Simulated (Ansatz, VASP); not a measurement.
**P in VASP and in Ansatz**

```
P
1.0
     0.00000    2.55900    2.55900
     2.55900    0.00000    2.55900
     2.55900    2.55900    0.00000
P
2
Direct
  0.12500 0.12500 0.12500
  0.87500 0.87500 0.87500
```

Alike in both runs: task single point; functional LDA; k mesh 12 × 12 × 12; occupations fermi-dirac, width 0.1 eV; no spin polarisation.

|  | VASP | Ansatz |
| --- | --- | --- |
| version | VASP 6.6.1 | Ansatz 0.2.0 |
| potentials or method | VASP PAW LDA potentials, release 64 (P), cutoff 520 eV | plane waves (420 eV) with PAW, scalar-relativistic |
| valence electrons in the cell | 10 | 10 |

|  | VASP | Ansatz | Ansatz less VASP |
| --- | --- | --- | --- |
| pressure (GPa) | 8.6 | 8.8 | +0.22 |

Ansatz warns that its potentials were made for another functional, while VASP's fit it. LDA's correlation is that of Perdew and Zunger in VASP and of Perdew and Wang (1992) in Ansatz.
